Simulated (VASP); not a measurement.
# C (Fd-3m) in VASP: single point with PBE

Aim: the single point of C with PBE.

Program: VASP 6.6.1. These are calculated values, not measurements. Logs are shortened: lines on timing, memory, paths and dates and some standing lists are left out, and cuts for length are marked.

## 1. The cell of the first run

Symmetry: Fd-3m, No. 227, cubic system. The conventional cell has a = 3.572 Å, b = 3.572 Å, c = 3.572 Å, α = 90.00°, β = 90.00°, γ = 90.00°. C (site symmetry -43m) has 4 C at 1.55 Å within 2.1 Å.

## 2. Single point, PBE

INCAR

```
PREC = Accurate ; ENCUT = 600
EDIFF = 1E-6 ; ISMEAR = -1
SIGMA = 0.01 ; LREAL = F
LASPH = T ; NELM = 120
ALGO = Normal ; ISIF = 2
LWAVE = F ; LCHARG = F
GGA = PE ; NBANDS = 26
GGA_COMPAT = F
```

KPOINTS

```
regular mesh
0
Gamma
  3 3 3
```

POSCAR

```
C
1.0
    3.5716218667      0.0000000000      0.0000000000
    0.0000000000      3.5716218667      0.0000000000
    0.0000000000      0.0000000000      3.5716218667
C
8
Direct
    0.0000000000      0.0000000000      0.0000000000
    0.0000000000      0.5000000000      0.5000000000
    0.5000000000      0.0000000000      0.5000000000
    0.5000000000      0.5000000000      0.0000000000
    0.2500000000      0.2500000000      0.2500000000
    0.2500000000      0.7500000000      0.7500000000
    0.7500000000      0.2500000000      0.7500000000
    0.7500000000      0.7500000000      0.2500000000
```

Potentials or basis: VASP PAW PBE potentials, release 64 (C).

Started as:

```
$ cat potpaw_PBE.64/C/POTCAR > POTCAR
$ mpirun -np 1 vasp_std > vasp.out
```

OUTCAR:

```text
PREC = Accurate
   ENCUT = 600
   EDIFF = 1E-6
   ISMEAR = -1
   LREAL = F
   LASPH = T
   NELM = 120
   ISIF = 2
   GGA = PE

 ion  position               nearest neighbor table
   1  0.000  0.000  0.000-   5 1.55   6 1.55   7 1.55   8 1.55
   2  0.000  0.500  0.500-   5 1.55   6 1.55   7 1.55   8 1.55
   3  0.500  0.000  0.500-   5 1.55   6 1.55   7 1.55   8 1.55
   4  0.500  0.500  0.000-   5 1.55   6 1.55   7 1.55   8 1.55
   5  0.250  0.250  0.250-   1 1.55   2 1.55   3 1.55   4 1.55
   6  0.250  0.750  0.750-   1 1.55   2 1.55   3 1.55   4 1.55
   7  0.750  0.250  0.750-   1 1.55   2 1.55   3 1.55   4 1.55
   8  0.750  0.750  0.250-   1 1.55   2 1.55   3 1.55   4 1.55

  LATTYP: Found a simple cubic cell.
 ALAT       =     3.5716218667

  Lattice vectors:

 A1 = (   3.5716218667,   0.0000000000,   0.0000000000)
 A2 = (   0.0000000000,   3.5716218667,   0.0000000000)
 A3 = (   0.0000000000,   0.0000000000,   3.5716218667)

Analysis of symmetry for initial positions (statically):
=====================================================================
 Subroutine PRICEL returns following result:

  LATTYP: Found a face centered cubic cell.
 ALAT       =     3.5716218667

  Lattice vectors:

 A1 = (   1.7858109334,  -1.7858109334,   0.0000000000)
 A2 = (   1.7858109334,   0.0000000000,   1.7858109334)
 A3 = (   0.0000000000,  -1.7858109334,   1.7858109334)

   4 primitive cells build up your supercell.

 Routine SETGRP: Setting up the symmetry group for a
 simple cubic supercell.

 Subroutine GETGRP returns: Found 48 space group operations
 (whereof 24 operations were pure point group operations)
 out of a pool of 48 trial point group operations.

The static configuration has the point symmetry T_d .
 The point group associated with its full space group is O_h .

Analysis of symmetry for dynamics (positions and initial velocities):
=====================================================================
 Subroutine PRICEL returns following result:

  LATTYP: Found a face centered cubic cell.
 ALAT       =     3.5716218667

  Lattice vectors:

 A1 = (   1.7858109334,  -1.7858109334,   0.0000000000)
 A2 = (   1.7858109334,   0.0000000000,   1.7858109334)
 A3 = (   0.0000000000,  -1.7858109334,   1.7858109334)

   4 primitive cells build up your supercell.

 Routine SETGRP: Setting up the symmetry group for a
 simple cubic supercell.

 Subroutine GETGRP returns: Found 48 space group operations
 (whereof 24 operations were pure point group operations)
 out of a pool of 48 trial point group operations.

The dynamic configuration has the point symmetry T_d .
 The point group associated with its full space group is O_h .

 Subroutine INISYM returns: Found 48 space group operations
 (whereof 24 operations are pure point group operations),
 and found     4 'primitive' translations

----------------------------------------------------------------------------------------

                                     Primitive cell

  volume of cell :      11.3903

  direct lattice vectors                    reciprocal lattice vectors
     1.785810933 -1.785810933  0.000000000     0.279984846 -0.279984846 -0.279984846
     1.785810933  0.000000000  1.785810933     0.279984846  0.279984846  0.279984846
     0.000000000 -1.785810933  1.785810933    -0.279984846 -0.279984846  0.279984846

  length of vectors
     2.525518042  2.525518042  2.525518042     0.484947979  0.484947979  0.484947979

  position of ions in fractional coordinates (direct lattice)
     0.000000000  0.000000000  0.000000000
     0.750000000  0.750000000  0.750000000

  ion indices of the primitive-cell ions
   primitive index   ion index
                 1           1
                 2           5

----------------------------------------------------------------------------------------

 KPOINTS: regular mesh

Automatic generation of k-mesh.
 Grid dimensions read from file:
 generate k-points for:    3    3    3

 Generating k-lattice:

  Cartesian coordinates                     Fractional coordinates (reciprocal lattice)
     0.093328282  0.000000000  0.000000000     0.333333333  0.000000000  0.000000000
     0.000000000  0.093328282  0.000000000     0.000000000  0.333333333  0.000000000
     0.000000000  0.000000000  0.093328282     0.000000000  0.000000000  0.333333333

  Length of vectors
     0.093328282  0.093328282  0.093328282

  Shift w.r.t. Gamma in fractional coordinates (k-lattice)
     0.000000000  0.000000000  0.000000000

 Subroutine IBZKPT returns following result:
 ===========================================

 Found      4 irreducible k-points:

 Following reciprocal coordinates:
            Coordinates               Weight
  0.000000  0.000000  0.000000      1.000000
  0.333333  0.000000  0.000000      6.000000
  0.333333  0.333333  0.000000     12.000000
  0.333333  0.333333  0.333333      8.000000
   k-points           NKPTS =      4   k-points in BZ     NKDIM =      4   number of bands    NBANDS=     26
   number of dos      NEDOS =    301   number of ions     NIONS =      8
   total plane-waves  NPLWV =  27000
   dimension x,y,z NGX =    30 NGY =   30 NGZ =   30
   dimension x,y,z NGXF=    60 NGYF=   60 NGZF=   60
   ions per type =               8
   NGX,Y,Z   is equivalent  to a cutoff of  13.96, 13.96, 13.96 a.u.
   NGXF,Y,Z  is equivalent  to a cutoff of  27.93, 27.93, 27.93 a.u.
 SYSTEM =  unknown system
   PREC   = accura    normal or accurate (medium, high low for compatibility)
   ISTART =      0    job   : 0-new  1-cont  2-samecut
   ICHARG =      2    charge: 1-file 2-atom 10-const
   ISPIN  =      1    spin polarized calculation?
   LNONCOLLINEAR =      F non collinear calculations
   LSORBIT =      F    spin-orbit coupling
   LASPH  =      T    aspherical Exc in radial PAW
   ENCUT  =  600.0 eV  44.10 Ry    6.64 a.u.   7.13  7.13  7.13*2*pi/ulx,y,z
   NELM   =    120;   NELMIN=  2; NELMDL= -5     # of ELM steps
   EDIFF  = 0.1E-05   stopping-criterion for ELM
   LREAL  =      F    real-space projection
   EDIFFG = 0.1E-04   stopping-criterion for IOM
   NSW    =      0    number of steps for IOM
   IBRION =     -1    ionic relax: 0-MD 1-quasi-New 2-CG
   NFREE  =      0    steps in history (QN), initial steepest desc. (CG)
   ISIF   =      2    stress and relaxation
   ISYM   =      2    0-nonsym 1-usesym 2-fastsym
   POTIM  = 0.5000    time-step for ionic-motion
   TEBEG  =    0.0;   TEEND  =   0.0 temperature during run
   PSTRESS=    0.0 pullay stress
   NELECT =      32.0000    total number of electrons
   NUPDOWN=      -1.0000    fix difference up-down
   EMIN   =  10.00;   EMAX   =-10.00  energy-range for DOS
   EFERMI =   0.00;   METHOD = LEGACY
   ISMEAR =    -1;   SIGMA  =   0.01  broadening in eV -4-tet -1-fermi 0-gaus
   EFERMI_NEDOS =   21; number of points for ismear=-14 and -15
   IALGO  =     38    algorithm
   IMIX   =      4    mixing-type and parameters
     AMIX     =   0.40;   BMIX     =  1.00
     AMIX_MAG =   1.60;   BMIX_MAG =  1.00
  volume/ion in A,a.u.               =       5.70        38.43
  Fermi-wavevector in a.u.,A,eV,Ry     =   1.455211  2.749950 28.812235  2.117640
  Thomas-Fermi vector in A             =   2.572272
   LORBIT       =      0    0 simple, 1 ext, 2 COOP (PROOUT), +10 PAW based schemes
   GGA     = PE    functional components
   LHFCALC =     F    Hartree Fock is set to
   AEXX    =    0.0000 exact exchange contribution
   IVDW    =     0    specifies the selected vdW correction
   LEPSILON=     F    determine dielectric tensor
   LRPA    =     F    only Hartree local field effects (RPA)
 non-spin polarized calculation
  energy-cutoff  :      600.00
  volume of cell :       45.56
 maximum number of plane-waves:      1526
 NGX is ok and might be reduce to    30
   NGX = 15   NGY = 15   NGZ = 15

 number of electron      31.9999991 magnetization

 Free energy of the ion-electron system (eV)
  ---------------------------------------------------
  ext. energy  EPLUGINS =         0.00000000
  ---------------------------------------------------
  free energy    TOTEN  =       -72.69601495 eV

  energy without entropy =      -72.69601495  energy(sigma->0) =      -72.69601495

 E-fermi :   9.9186     XC(G=0): -13.2280

 val. band max:        9.6748044227   @ k =   0.0000   0.0000   0.0000
 cond. band min:      13.8166416651   @ k =   0.3333   0.0000   0.0000
 fundamental gap:      4.1418372424
 Fermi energy:         9.9186354011

 k-point     1 :       0.0000    0.0000    0.0000
  band No.  band energies     occupation
      1     -11.7488      2.00000
      2      -3.0621      2.00000
      3      -3.0621      2.00000
      4      -3.0621      2.00000
      5      -3.0621      2.00000
      6      -3.0621      2.00000
[... 18 lines left out ...]
     25      15.2524      0.00000
     26      22.9122      0.00000

 k-point     2 :       0.3333    0.0000    0.0000
  band No.  band energies     occupation
      1     -10.7299      2.00000
      2      -7.7399      2.00000
      3      -2.5222      2.00000
      4      -2.5222      2.00000
      5      -2.5222      2.00000
      6      -2.5222      2.00000
[... 18 lines left out ...]
     25      18.6715      0.00000
     26      22.3128      0.00000

 k-point     3 :       0.3333    0.3333    0.0000
  band No.  band energies     occupation
      1      -9.7251      2.00000
      2      -6.8075      2.00000
      3      -6.8075      2.00000
      4      -4.3515      2.00000
      5      -1.2380      2.00000
      6       0.3346      2.00000
[... 18 lines left out ...]
     25      21.0453      0.00000
     26      21.0453      0.00000

 k-point     4 :       0.3333    0.3333    0.3333
  band No.  band energies     occupation
      1      -8.7421      2.00000
      2      -6.0156      2.00000
      3      -6.0156      2.00000
      4      -6.0156      2.00000
      5      -2.3028      2.00000
      6      -2.3028      2.00000
[... 18 lines left out ...]
     25      20.3758      0.00000
     26      20.8478      0.00000

------------------------ aborting loop because EDIFF is reached ----------------------------------------

  FORCE on cell =-STRESS in cart. coord.  units (eV):
  Direction    XX          YY          ZZ          XY          YZ          ZX
  --------------------------------------------------------------------------------------
  -------------------------------------------------------------------------------------
  Total        0.0609244      0.0609244      0.0609244     -0.0000000      0.0000000     -0.0000000
  in kB        2.1424253      2.1424253      2.1424253     -0.0000000      0.0000000     -0.0000000
  external PRESSURE =       2.1424253 kB  Pullay stress =       0.0000000 kB

 VOLUME and BASIS-vectors are now :
 -----------------------------------------------------------------------------
  energy-cutoff  :      600.00
  volume of cell :       45.56
      direct lattice vectors                 reciprocal lattice vectors
     3.571621867  0.000000000  0.000000000     0.279984846  0.000000000  0.000000000
     0.000000000  3.571621867  0.000000000     0.000000000  0.279984846  0.000000000
     0.000000000  0.000000000  3.571621867     0.000000000  0.000000000  0.279984846

 POSITION                                       TOTAL-FORCE (eV/Angst)
 -----------------------------------------------------------------------------------
      0.00000      0.00000      0.00000        -0.000000      0.000000     -0.000000
      0.00000      1.78581      1.78581        -0.000000     -0.000000      0.000000
      1.78581      0.00000      1.78581        -0.000000      0.000000     -0.000000
      1.78581      1.78581      0.00000        -0.000000     -0.000000     -0.000000
      0.89291      0.89291      0.89291         0.000000     -0.000000      0.000000
      0.89291      2.67872      2.67872         0.000000      0.000000      0.000000
      2.67872      0.89291      2.67872         0.000000     -0.000000      0.000000
      2.67872      2.67872      0.89291         0.000000      0.000000     -0.000000
 -----------------------------------------------------------------------------------
    total drift:                                0.000000      0.000000      0.000000

  FREE ENERGIE OF THE ION-ELECTRON SYSTEM (eV)
  ---------------------------------------------------
  free  energy   TOTEN  =       -72.6960149502 eV

  energy  without entropy=      -72.6960149502  energy(sigma->0) =      -72.69601495
```

Run time: 12 s. Hardware: 1 thread of Intel Xeon 8259CL, shared host; peak memory 0.15 GiB.

Results:

```yaml
Free_energy: -72.6960 eV
Pressure: 0.2 GPa
Band_gap_on_the_k_mesh: 4.14 eV
```

Caveat: the k points lie up to 0.59 Å⁻¹ apart. A k mesh can miss the band edges.
